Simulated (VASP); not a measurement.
# Fe (Fm-3m) in VASP: a series of runs

The runs below take Fe through single point, with r2SCAN.

Program: VASP 6.6.1. These are calculated values, not measurements. Logs are shortened: lines on timing, memory, paths and dates and some standing lists are left out, and cuts for length are marked.

## 1. The cell of the first run

It takes space group Fm-3m (No. 225, cubic). The conventional cell has a = 3.366 Å, b = 3.366 Å, c = 3.366 Å, α = 90.00°, β = 90.00°, γ = 90.00°. Within 3.1 Å of Fe (site symmetry m-3m) lie 12 Fe at 2.38 Å.

## 2. Single point, r2SCAN (volume scaled by 0.96)

Contents of POSCAR:

```
Fe
1.0
    0.0000000000      1.6832090964      1.6832090964
    1.6832090964      0.0000000000      1.6832090964
    1.6832090964      1.6832090964      0.0000000000
Fe
1
Direct
    0.0000000000      0.0000000000      0.0000000000
```

Contents of INCAR.step1:

```
SYSTEM = Fe
PREC     = Accurate       ! precision mode
ENCUT    = 520            ! plane-wave cutoff, eV
ISMEAR   = -1             ! smearing method
SIGMA    = 0.1            ! smearing width, eV
LREAL    = .FALSE.        ! projectors in reciprocal space
LASPH    = .TRUE.         ! aspherical terms in the spheres
NELM     = 100            ! most SCF steps
NBANDS   = 10             ! bands
GGA      = PE             ! functional
ALGO     = Normal         ! electronic algorithm
EDIFF    = 1E-4           ! SCF threshold, eV
LWAVE    = .TRUE.         ! write WAVECAR
LCHARG   = .FALSE.        ! write CHGCAR
```

Contents of INCAR.step2:

```
SYSTEM = Fe
PREC     = Accurate       ! precision mode
ENCUT    = 520            ! plane-wave cutoff, eV
EDIFF    = 1E-7           ! SCF threshold, eV
ISMEAR   = -1             ! smearing method
SIGMA    = 0.1            ! smearing width, eV
LREAL    = .FALSE.        ! projectors in reciprocal space
LASPH    = .TRUE.         ! aspherical terms in the spheres
NELM     = 100            ! most SCF steps
ALGO     = Normal         ! electronic algorithm
ISIF     = 2              ! what is computed and relaxed
LWAVE    = .FALSE.        ! write WAVECAR
LCHARG   = .FALSE.        ! write CHGCAR
METAGGA  = R2SCAN         ! meta-GGA
LMIXTAU  = .TRUE.       
NBANDS   = 10             ! bands
ISTART   = 1
```

Contents of KPOINTS:

```
regular mesh
0
G
  18 18 18
  0 0 0
```

Potentials or basis: VASP PAW PBE potentials, release 64 (Fe).

Run with:

```
$ cat potpaw_PBE.64/Fe/POTCAR > POTCAR
$ cp INCAR.step1 INCAR
$ mpirun -np 1 vasp_std > vasp.out
$ cp INCAR.step2 INCAR
$ mpirun -np 1 vasp_std > vasp.out
```

OUTCAR:

```text
SYSTEM = Fe
   PREC = Accurate
   ENCUT = 520
   EDIFF = 1E-7
   ISMEAR = -1
   LREAL = .FALSE.
   LASPH = .TRUE.
   NELM = 100
   ISIF = 2
   METAGGA = R2SCAN
   ISTART = 1

 ion  position               nearest neighbor table
   1  0.000  0.000  0.000-

  LATTYP: Found a face centered cubic cell.
 ALAT       =     3.3664181928

  Lattice vectors:

 A1 = (   0.0000000000,   1.6832090964,   1.6832090964)
 A2 = (   1.6832090964,   0.0000000000,   1.6832090964)
 A3 = (   1.6832090964,   1.6832090964,   0.0000000000)

Analysis of symmetry for initial positions (statically):
=====================================================================
 Subroutine PRICEL returns:
 Original cell was already a primitive cell.

 Routine SETGRP: Setting up the symmetry group for a
 face centered cubic supercell.

 Subroutine GETGRP returns: Found 48 space group operations
 (whereof 48 operations were pure point group operations)
 out of a pool of 48 trial point group operations.

The static configuration has the point symmetry O_h .

Analysis of symmetry for dynamics (positions and initial velocities):
=====================================================================
 Subroutine PRICEL returns:
 Original cell was already a primitive cell.

 Routine SETGRP: Setting up the symmetry group for a
 face centered cubic supercell.

 Subroutine GETGRP returns: Found 48 space group operations
 (whereof 48 operations were pure point group operations)
 out of a pool of 48 trial point group operations.

The dynamic configuration has the point symmetry O_h .

 Subroutine INISYM returns: Found 48 space group operations
 (whereof 48 operations are pure point group operations),
 and found     1 'primitive' translations

----------------------------------------------------------------------------------------

                                     Primitive cell

  volume of cell :       9.5377

  direct lattice vectors                    reciprocal lattice vectors
     0.000000000  1.683209096  1.683209096    -0.297051627  0.297051627  0.297051627
     1.683209096  0.000000000  1.683209096     0.297051627 -0.297051627  0.297051627
     1.683209096  1.683209096  0.000000000     0.297051627  0.297051627 -0.297051627

  length of vectors
     2.380417132  2.380417132  2.380417132     0.514508510  0.514508510  0.514508510

  position of ions in fractional coordinates (direct lattice)
[... 75 lines left out ...]
   ENCUT  =  520.0 eV  38.22 Ry    6.18 a.u.   4.43  4.43  4.43*2*pi/ulx,y,z
   NELM   =    100;   NELMIN=  2; NELMDL=  0     # of ELM steps
   EDIFF  = 0.1E-06   stopping-criterion for ELM
   LREAL  =      F    real-space projection
   EDIFFG = 0.1E-05   stopping-criterion for IOM
   NSW    =      0    number of steps for IOM
   IBRION =     -1    ionic relax: 0-MD 1-quasi-New 2-CG
   NFREE  =      0    steps in history (QN), initial steepest desc. (CG)
   ISIF   =      2    stress and relaxation
   ISYM   =      2    0-nonsym 1-usesym 2-fastsym
   POTIM  = 0.5000    time-step for ionic-motion
   TEBEG  =    0.0;   TEEND  =   0.0 temperature during run
   PSTRESS=    0.0 pullay stress
   NELECT =       8.0000    total number of electrons
   NUPDOWN=      -1.0000    fix difference up-down
   EMIN   =  10.00;   EMAX   =-10.00  energy-range for DOS
   EFERMI =   0.00;   METHOD = LEGACY
   ISMEAR =    -1;   SIGMA  =   0.10  broadening in eV -4-tet -1-fermi 0-gaus
   EFERMI_NEDOS =   21; number of points for ismear=-14 and -15
   IALGO  =     38    algorithm
   IMIX   =      4    mixing-type and parameters
     AMIX     =   0.40;   BMIX     =  1.00
     AMIX_MAG =   1.60;   BMIX_MAG =  1.00
  volume/ion in A,a.u.               =       9.54        64.36
  Fermi-wavevector in a.u.,A,eV,Ry     =   1.543915  2.917577 32.431853  2.383674
  Thomas-Fermi vector in A             =   2.649510
   LORBIT       =      0    0 simple, 1 ext, 2 COOP (PROOUT), +10 PAW based schemes
   METAGGA = R2SCAN    functional components
   LHFCALC =     F    Hartree Fock is set to
   AEXX    =    0.0000 exact exchange contribution
   IVDW    =     0    specifies the selected vdW correction
   LEPSILON=     F    determine dielectric tensor
   LRPA    =     F    only Hartree local field effects (RPA)
 non-spin polarized calculation
  energy-cutoff  :      520.00
  volume of cell :        9.54
 maximum number of plane-waves:       271
 NGX is ok and might be reduce to    18
   NGX =  9   NGY =  9   NGZ =  9

 number of electron       7.9999993 magnetization

 Free energy of the ion-electron system (eV)
  ---------------------------------------------------
  ext. energy  EPLUGINS =         0.00000000
  ---------------------------------------------------
  free energy    TOTEN  =       -13.61503570 eV

  energy without entropy =      -13.56529288  energy(sigma->0) =      -13.59016429

 E-fermi :   7.4610     XC(G=0): -15.4974

 val. band max:        7.4590308123   @ k =   0.1667   0.0556   0.0000
 cond. band min:       7.4656047017   @ k =   0.3333   0.2778   0.0000
 fundamental gap:      0.0065738894
 Fermi energy:         7.4609795984

 k-point     1 :       0.0000    0.0000    0.0000
  band No.  band energies     occupation
      1      -2.2722      2.00000
      2       5.6244      2.00000
      3       5.6244      2.00000
      4       5.6244      2.00000
      5       7.3782      1.39177
      6       7.3782      1.39177
      7      32.4444      0.00000
      8      38.9423      0.00000
      9      38.9423      0.00000
     10      38.9424      0.00000
[... 287 lines left out ...]
 k-point    24 :      -0.2222    0.0556    0.0000
  band No.  band energies     occupation
      1       0.2440      2.00000
      2       4.9292      2.00000
      3       5.9192      2.00000
      4       6.0097      2.00000
      5       7.2380      1.80573
      6       7.7770      0.08140
      7      25.9453      0.00000
      8      32.2309      0.00000
      9      36.6116      0.00000
     10      39.4010      0.00000

 [... further k-points ...]
[... 5 lines left out ...]
  --------------------------------------------------------------------------------------
  -------------------------------------------------------------------------------------
  Total        0.8731848      0.8731848      0.8731848      0.0000000     -0.0000000      0.0000000
  in kB      146.6805630    146.6805630    146.6805630      0.0000000     -0.0000000      0.0000000
  external PRESSURE =     146.6805630 kB  Pullay stress =       0.0000000 kB

 VOLUME and BASIS-vectors are now :
 -----------------------------------------------------------------------------
  energy-cutoff  :      520.00
  volume of cell :        9.54
      direct lattice vectors                 reciprocal lattice vectors
     0.000000000  1.683209096  1.683209096    -0.297051627  0.297051627  0.297051627
     1.683209096  0.000000000  1.683209096     0.297051627 -0.297051627  0.297051627
     1.683209096  1.683209096  0.000000000     0.297051627  0.297051627 -0.297051627

 POSITION                                       TOTAL-FORCE (eV/Angst)
 -----------------------------------------------------------------------------------
      0.00000      0.00000      0.00000         0.000000      0.000000     -0.000000
 -----------------------------------------------------------------------------------
    total drift:                                0.000000      0.000000     -0.000000

  FREE ENERGIE OF THE ION-ELECTRON SYSTEM (eV)
  ---------------------------------------------------
  free  energy   TOTEN  =       -13.6150356965 eV

  energy  without entropy=      -13.5652928843  energy(sigma->0) =      -13.59016429
```

OSZICAR.step1:

```text
N       E                     dE             d eps       ncg     rms          rms(c)
DAV:   1     0.165584655858E+02    0.16558E+02   -0.45031E+03  4174   0.109E+03
DAV:   2    -0.901751900094E+01   -0.25576E+02   -0.23954E+02  3952   0.134E+02
DAV:   3    -0.953835726958E+01   -0.52084E+00   -0.51842E+00  4328   0.242E+01
DAV:   4    -0.954024160446E+01   -0.18843E-02   -0.18841E-02  4186   0.132E+00
DAV:   5    -0.954025413975E+01   -0.12535E-04   -0.12535E-04  4034   0.106E-01    0.131E+01
DAV:   6    -0.814804702366E+01    0.13922E+01   -0.10753E+01  4224   0.526E+01    0.128E+00
DAV:   7    -0.807447388454E+01    0.73573E-01   -0.38029E-01  4296   0.988E+00    0.859E-01
DAV:   8    -0.805813206704E+01    0.16342E-01   -0.76462E-03  5630   0.766E-01    0.352E-01
DAV:   9    -0.805354098001E+01    0.45911E-02   -0.27477E-03  4802   0.353E-01    0.547E-02
DAV:  10    -0.805352310530E+01    0.17875E-04   -0.27791E-05  2082   0.681E-02
   1 F= -.80535231E+01 E0= -.80278621E+01  d E =-.513221E-01
```

Wall time 37 s (1 thread of Intel Xeon Platinum 8488C (Sapphire Rapids), shared host); peak memory 0.14 GiB.

Results:

| Quantity | Value |
| --- | --- |
| Free energy | -13.6150 eV |
| Pressure | 14.7 GPa |
| Band gap on the k mesh | zero (band 4 reaches 8.94 eV, above the bottom of band 5 at 6.66 eV) |

Levels at points of the mesh, in eV from the Fermi level:
```csv
k point,band 1,band 2,band 3,band 4,band 5,band 6,band 7,band 8
"(0.00, 0.00, 0.00)",-9.73,-1.84,-1.84,-1.84,-0.08,-0.08,24.98,31.48
"(0.50, 0.00, 0.00)",-5.48,-1.96,-1.96,0.08,1.15,1.15,9.43,23.47
"(0.50, 0.50, 0.00)",-5.69,-4.82,1.09,1.48,1.48,3.54,12.95,17.93
```

Caveat: the cell differs from its parent crystal (volume scaled by 0.96); the PAW data sets were made with another functional, which shifts forces and pressure a little; the run has no spin polarisation, though such a crystal can be magnetic.

## 3. Single point, r2SCAN

This run uses another cell than the first one, of 9.94 Å³/atom, 1.042 times its volume.

Contents of POSCAR:

```
Fe
1.0
    0.0000000000      1.7062696208      1.7062696208
    1.7062696208      0.0000000000      1.7062696208
    1.7062696208      1.7062696208      0.0000000000
Fe
1
Direct
    0.0000000000      0.0000000000      0.0000000000
```

Contents of INCAR.step1:

```
PREC = Accurate
ENCUT = 520
ISMEAR = -1
SIGMA = 0.1
LREAL = F
LASPH = T
NELM = 60
NBANDS = 10
GGA = PE
ALGO = Normal
EDIFF = 1E-4
LWAVE = T
LCHARG = F
```

Contents of INCAR.step2:

```
PREC = Accurate
ENCUT = 520
EDIFF = 1E-7
ISMEAR = -1
SIGMA = 0.1
LREAL = F
LASPH = T
NELM = 60
ALGO = Normal
ISIF = 2
LWAVE = F
LCHARG = F
METAGGA = R2SCAN
LMIXTAU = T
NBANDS = 10
ISTART = 1
```

Contents of KPOINTS:

```
Automatic mesh
0
Gamma
  18 18 18
```

Potentials or basis: VASP PAW PBE potentials, release 64 (Fe).

Run with:

```
$ cat potpaw_PBE.64/Fe/POTCAR > POTCAR
$ cp INCAR.step1 INCAR
$ mpirun -np 1 vasp_std > vasp.out
$ cp INCAR.step2 INCAR
$ mpirun -np 1 vasp_std > vasp.out
```

It took 37 s on 1 thread of Intel Xeon Platinum 8488C (Sapphire Rapids), shared host; peak memory 0.13 GiB.

Results (log left out):

```yaml
Free_energy: -13.6333 eV
Pressure: 0.6 GPa
Band_gap_on_the_k_mesh: zero (band 4 reaches 8.37 eV, above the bottom of band 5 at 6.22 eV)
```

Levels at points of the mesh, in eV from the Fermi level:
```
           k point  band 2  band 3  band 4  band 5  band 6  band 7
(0.00, 0.00, 0.00)   -1.73   -1.73   -1.73   -0.08   -0.08   24.63
(0.50, 0.00, 0.00)   -1.85   -1.85    0.08    1.08    1.08    8.99
(0.50, 0.50, 0.00)   -4.55    1.02    1.39    1.39    3.40   12.47
```

Caveat: the PAW data sets were made with another functional, which shifts forces and pressure a little; the run has no spin polarisation, though such a crystal can be magnetic.

## 4. Single point, r2SCAN (volume scaled by 1.04)

Contents of POSCAR:

```
Fe
1.0
    0.0000000000      1.7287231118      1.7287231118
    1.7287231118      0.0000000000      1.7287231118
    1.7287231118      1.7287231118      0.0000000000
Fe
1
Direct
    0.0000000000      0.0000000000      0.0000000000
```

Contents of INCAR.step1:

```
SYSTEM = Fe
  ALGO = Normal
  EDIFF = 1E-4
  ENCUT = 520
  GGA = PE
  ISMEAR = -1
  LASPH = .True.
  LCHARG = .False.
  LREAL = .False.
  LWAVE = .True.
  NBANDS = 10
  NELM = 60
  PREC = Accurate
  SIGMA = 0.1
```

Contents of INCAR.step2:

```
SYSTEM = Fe
  ALGO = Normal
  EDIFF = 1E-7
  ENCUT = 520
  ISIF = 2
  ISMEAR = -1
  ISTART = 1
  LASPH = .True.
  LCHARG = .True.
  LELF = .True.
  LMIXTAU = .True.
  LREAL = .False.
  LVHAR = .True.
  LWAVE = .False.
  METAGGA = R2SCAN
  NBANDS = 10
  NELM = 60
  PREC = Accurate
  SIGMA = 0.1
```

Contents of KPOINTS:

```
k-points
0
Gamma
  18 18 18
  0 0 0
```

Run with:

```
$ cat potpaw_PBE.64/Fe/POTCAR > POTCAR
$ cp INCAR.step1 INCAR
$ mpirun -np 1 vasp_std > vasp.out
$ cp INCAR.step2 INCAR
$ mpirun -np 1 vasp_std > vasp.out
```

It took 44 s on 1 thread of Intel Xeon Platinum 8488C (Sapphire Rapids), shared host; peak memory 0.13 GiB.

The run converged. Its results:

| Property | Result |
| --- | --- |
| Free energy | -13.6203 eV |
| Pressure | -10.7 GPa |
| Band gap on the k mesh | zero (band 4 reaches 7.84 eV, above the bottom of band 5 at 5.82 eV) |

Levels at points of the mesh, in eV from the Fermi level:
```csv
k point,band 1,band 2,band 3,band 4,band 5,band 6,band 7,band 8
"(0.00, 0.00, 0.00)",-9.26,-1.63,-1.63,-1.63,-0.08,-0.08,24.29,30.18
"(0.50, 0.00, 0.00)",-4.99,-1.74,-1.74,0.07,1.02,1.02,8.58,22.82
"(0.50, 0.50, 0.00)",-5.09,-4.30,0.96,1.31,1.31,3.29,12.02,16.98
```

Caveat: the cell differs from its parent crystal (volume scaled by 1.04); the PAW data sets were made with another functional, which shifts forces and pressure a little; the run has no spin polarisation, though such a crystal can be magnetic.

## 5. Summary

| cell | gap on the mesh (eV) | pressure (GPa) |
| --- | --- | --- |
| a = 2.380 Å, angles 60.0°, 1 atom | none | 14.7 |
| a = 2.413 Å, angles 60.0°, 1 atom | none | 0.6 |
| a = 2.445 Å, angles 60.0°, 1 atom | none | -10.7 |

Alike in all rows: task single point; level r2SCAN; potentials or basis VASP PAW PBE potentials, release 64 (Fe); no spin polarisation; k mesh 18 × 18 × 18; cutoff (eV) 520; smearing fermi-dirac 0.1 eV.

Caveats: the PAW data sets were made with another functional, which shifts forces and pressure a little; the run has no spin polarisation, though such a crystal can be magnetic.

Total energies depend on the potentials used, so only differences within one code and one set of settings carry meaning.
